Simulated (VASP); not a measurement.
# AlN (I-4m2) in VASP: a series of runs, part 2 of 2

VASP 6.6.1. Earlier steps stand in the parts before.

## Step 3: Single point, PBE

This run uses another cell than the first one, of the same volume but with other edges.

INCAR reads:

```
SYSTEM = AlN
ALGO     = Normal         ! electronic algorithm
EDIFF    = 1E-6           ! SCF threshold, eV
ENCUT    = 520            ! plane-wave cutoff, eV
GGA      = PE             ! functional
ISIF     = 2              ! what is computed and relaxed
ISMEAR   = 0              ! smearing method
LASPH    = .True.         ! aspherical terms in the spheres
LCHARG   = .False.        ! write CHGCAR
LREAL    = .False.        ! projectors in reciprocal space
LWAVE    = .False.        ! write WAVECAR
NBANDS   = 11             ! bands
NELM     = 80             ! most SCF steps
PREC     = Accurate       ! precision mode
SIGMA    = 0.05           ! smearing width, eV
```

KPOINTS reads:

```
k-points
0
Gamma
  10 10 10
  0 0 0
```

POSCAR reads:

```
AlN
1.0
    0.0000000000      1.9458150144      2.7513824303
    1.9458150144      0.0000000000      2.7513824303
    1.9458150144      1.9458150144      0.0000000000
Al N
1 1
Direct
    0.0000000000      0.0000000000      0.0000000000
    0.7500000000      0.7500000000      0.7500000000
```

Potentials or basis: VASP PAW PBE potentials, release 64 (Al, N).

The run is started by

```sh
$ cat potpaw_PBE.64/Al/POTCAR potpaw_PBE.64/N/POTCAR > POTCAR
$ mpirun -np 1 vasp_std > vasp.out
```

OUTCAR:

```text
SYSTEM = AlN
   EDIFF = 1E-6
   ENCUT = 520
   GGA = PE
   ISIF = 2
   ISMEAR = 0
   LASPH = .True.
   LREAL = .False.
   NELM = 80
   PREC = Accurate

 ion  position               nearest neighbor table
   1  0.000  0.000  0.000-   2 1.95   2 1.95   2 1.95   2 1.95
   2  0.750  0.750  0.750-   1 1.95   1 1.95   1 1.95   1 1.95

  LATTYP: Found a body centered tetragonal cell.
 ALAT       =     2.7517979832
 C/A-ratio  =     1.9996979772

  Lattice vectors:

 A1 = (  -1.9458150144,   0.0000000000,   2.7513824303)
 A2 = (   1.9458150144,   0.0000000000,   2.7513824303)
 A3 = (   0.0000000000,   1.9458150144,  -2.7513824303)

Analysis of symmetry for initial positions (statically):
=====================================================================
 Subroutine PRICEL returns:
 Original cell was already a primitive cell.

 Routine SETGRP: Setting up the symmetry group for a
 body centered tetragonal supercell.

 Subroutine GETGRP returns: Found  8 space group operations
 (whereof  8 operations were pure point group operations)
 out of a pool of 16 trial point group operations.

The static configuration has the point symmetry D_2d.

Analysis of symmetry for dynamics (positions and initial velocities):
=====================================================================
 Subroutine PRICEL returns:
 Original cell was already a primitive cell.

 Routine SETGRP: Setting up the symmetry group for a
 body centered tetragonal supercell.

 Subroutine GETGRP returns: Found  8 space group operations
 (whereof  8 operations were pure point group operations)
 out of a pool of 16 trial point group operations.

The dynamic configuration has the point symmetry D_2d.

 Subroutine INISYM returns: Found  8 space group operations
 (whereof  8 operations are pure point group operations),
 and found     1 'primitive' translations

----------------------------------------------------------------------------------------

                                     Primitive cell

  volume of cell :      20.8345

  direct lattice vectors                    reciprocal lattice vectors
     0.000000000  1.945815014  2.751382430    -0.256961734  0.256961734  0.181726827
     1.945815014  0.000000000  2.751382430     0.256961734 -0.256961734  0.181726827
     1.945815014  1.945815014  0.000000000     0.256961734  0.256961734 -0.181726827

  length of vectors
     3.369911178  3.369911178  2.751797983     0.406304449  0.406304449  0.406304449

  position of ions in fractional coordinates (direct lattice)
     0.000000000  0.000000000  0.000000000
     0.750000000  0.750000000  0.750000000

  ion indices of the primitive-cell ions
   primitive index   ion index
                 1           1
                 2           2

----------------------------------------------------------------------------------------

 KPOINTS: k-points

Automatic generation of k-mesh.
 Grid dimensions read from file:
 generate k-points for:   10   10   10

 Generating k-lattice:

  Cartesian coordinates                     Fractional coordinates (reciprocal lattice)
    -0.025696173  0.025696173  0.018172683     0.100000000  0.000000000  0.000000000
[... 38 lines left out ...]
  0.300000  0.300000  0.000000      2.000000
  0.400000  0.300000  0.000000      8.000000
 [... further k-points ...]
   k-points           NKPTS =    102   k-points in BZ     NKDIM =    102   number of bands    NBANDS=     11
   number of dos      NEDOS =    301   number of ions     NIONS =      2
   total plane-waves  NPLWV =  15680
   dimension x,y,z NGX =    28 NGY =   28 NGZ =   20
   dimension x,y,z NGXF=    56 NGYF=   56 NGZF=   40
   ions per type =               1   1
   NGX,Y,Z   is equivalent  to a cutoff of  13.81, 13.81, 12.08 a.u.
   NGXF,Y,Z  is equivalent  to a cutoff of  27.63, 27.63, 24.17 a.u.
 SYSTEM =  AlN
   PREC   = accura    normal or accurate (medium, high low for compatibility)
   ISTART =      0    job   : 0-new  1-cont  2-samecut
   ICHARG =      2    charge: 1-file 2-atom 10-const
   ISPIN  =      1    spin polarized calculation?
   LNONCOLLINEAR =      F non collinear calculations
   LSORBIT =      F    spin-orbit coupling
   LASPH  =      T    aspherical Exc in radial PAW
   ENCUT  =  520.0 eV  38.22 Ry    6.18 a.u.   6.27  6.27  5.12*2*pi/ulx,y,z
   NELM   =     80;   NELMIN=  2; NELMDL= -5     # of ELM steps
   EDIFF  = 0.1E-05   stopping-criterion for ELM
   LREAL  =      F    real-space projection
   EDIFFG = 0.1E-04   stopping-criterion for IOM
   NSW    =      0    number of steps for IOM
   IBRION =     -1    ionic relax: 0-MD 1-quasi-New 2-CG
   NFREE  =      0    steps in history (QN), initial steepest desc. (CG)
   ISIF   =      2    stress and relaxation
   ISYM   =      2    0-nonsym 1-usesym 2-fastsym
   POTIM  = 0.5000    time-step for ionic-motion
   TEBEG  =    0.0;   TEEND  =   0.0 temperature during run
   PSTRESS=    0.0 pullay stress
   NELECT =       8.0000    total number of electrons
   NUPDOWN=      -1.0000    fix difference up-down
   EMIN   =  10.00;   EMAX   =-10.00  energy-range for DOS
   EFERMI =   0.00;   METHOD = LEGACY
   ISMEAR =     0;   SIGMA  =   0.05  broadening in eV -4-tet -1-fermi 0-gaus
   EFERMI_NEDOS =   21; number of points for ismear=-14 and -15
   IALGO  =     38    algorithm
   IMIX   =      4    mixing-type and parameters
     AMIX     =   0.40;   BMIX     =  1.00
     AMIX_MAG =   1.60;   BMIX_MAG =  1.00
  volume/ion in A,a.u.               =      10.42        70.30
  Fermi-wavevector in a.u.,A,eV,Ry     =   1.189899  2.248583 19.263943  1.415860
  Thomas-Fermi vector in A             =   2.325996
   LORBIT       =      0    0 simple, 1 ext, 2 COOP (PROOUT), +10 PAW based schemes
   GGA     = PE    functional components
   LHFCALC =     F    Hartree Fock is set to
   AEXX    =    0.0000 exact exchange contribution
   IVDW    =     0    specifies the selected vdW correction
   LEPSILON=     F    determine dielectric tensor
   LRPA    =     F    only Hartree local field effects (RPA)
 non-spin polarized calculation
 Gauss-broadening in eV      SIGMA  =   0.05
  energy-cutoff  :      520.00
  volume of cell :       20.83
 maximum number of plane-waves:       576
 NGX is ok and might be reduce to    28

 number of electron       8.0000000 magnetization

 Free energy of the ion-electron system (eV)
  ---------------------------------------------------
  ext. energy  EPLUGINS =         0.00000000
  ---------------------------------------------------
  free energy    TOTEN  =       -13.55094912 eV

  energy without entropy =      -13.55094912  energy(sigma->0) =      -13.55094912

 E-fermi :   8.0372     XC(G=0): -11.0439

 val. band max:        7.7721242505   @ k =  -0.2000   0.2000   0.0000
 cond. band min:       8.8802857854   @ k =   0.0000   0.0000   0.0000
 fundamental gap:      1.1081615349
 Fermi energy:         8.0371980545

 k-point     1 :       0.0000    0.0000    0.0000
  band No.  band energies     occupation
      1      -8.7272      2.00000
      2       4.7125      2.00000
      3       7.4071      2.00000
      4       7.4071      2.00000
      5       8.8803      0.00000
      6      17.3341      0.00000
      7      18.2732      0.00000
      8      19.0913      0.00000
      9      19.0913      0.00000
     10      21.8159      0.00000
     11      27.7542      0.00000
[... 309 lines left out ...]
 k-point    24 :       0.4000    0.3000    0.0000
  band No.  band energies     occupation
      1      -7.3364      2.00000
      2       0.1671      2.00000
      3       6.0590      2.00000
      4       6.9028      2.00000
      5      12.6011      0.00000
      6      14.2236      0.00000
      7      19.0153      0.00000
      8      21.9486      0.00000
      9      21.9686      0.00000
     10      27.2683      0.00000
     11      29.1729      0.00000

 [... further k-points ...]

------------------------ aborting loop because EDIFF is reached ----------------------------------------

  FORCE on cell =-STRESS in cart. coord.  units (eV):
  Direction    XX          YY          ZZ          XY          YZ          ZX
  --------------------------------------------------------------------------------------
  -------------------------------------------------------------------------------------
  Total        4.5844354      4.5844354     -9.1814368      0.0000000      0.0000000      0.0000000
  in kB      352.5432367    352.5432367   -706.0527975      0.0000000      0.0000000      0.0000000
  external PRESSURE =      -0.3221081 kB  Pullay stress =       0.0000000 kB

 VOLUME and BASIS-vectors are now :
 -----------------------------------------------------------------------------
  energy-cutoff  :      520.00
  volume of cell :       20.83
      direct lattice vectors                 reciprocal lattice vectors
     0.000000000  1.945815014  2.751382430    -0.256961734  0.256961734  0.181726827
     1.945815014  0.000000000  2.751382430     0.256961734 -0.256961734  0.181726827
     1.945815014  1.945815014  0.000000000     0.256961734  0.256961734 -0.181726827

 POSITION                                       TOTAL-FORCE (eV/Angst)
 -----------------------------------------------------------------------------------
      0.00000      0.00000      0.00000         0.000000      0.000000      0.000000
      2.91872      2.91872      4.12707        -0.000000     -0.000000     -0.000000
 -----------------------------------------------------------------------------------
    total drift:                               -0.000000     -0.000000     -0.000000

  FREE ENERGIE OF THE ION-ELECTRON SYSTEM (eV)
  ---------------------------------------------------
  free  energy   TOTEN  =       -13.5509491163 eV

  energy  without entropy=      -13.5509491163  energy(sigma->0) =      -13.55094912
```

Run time: 39 s. Hardware: 1 thread of AMD EPYC 7R43 (Zen 3), shared host; peak memory 0.11 GiB.

Results:

```
Free energy            : -13.5509 eV
Pressure               : 0.0 GPa
Band gap on the k mesh : 1.11 eV, indirect (least direct gap 1.47 eV)
```

Stress tensor (GPa, compression positive):
```
 35.25   0.00   0.00
  0.00  35.25   0.00
  0.00   0.00 -70.61
```

Levels at points of the mesh, in eV from the valence-band top:
| k point | band 2 | band 3 | band 4 | band 5 | band 6 | band 7 |
| --- | --- | --- | --- | --- | --- | --- |
| (0.00, 0.00, 0.00) | -3.06 | -0.37 | -0.37 | 1.11 | 9.56 | 10.50 |
| (0.50, 0.00, 0.00) | -7.33 | -3.61 | -0.05 | 2.23 | 8.06 | 11.32 |
| (0.50, 0.50, 0.00) | -8.73 | -1.07 | -1.07 | 3.78 | 7.84 | 10.73 |
| (0.50, 0.00, 0.50) | -5.24 | -4.02 | -3.63 | 1.66 | 5.13 | 8.35 |
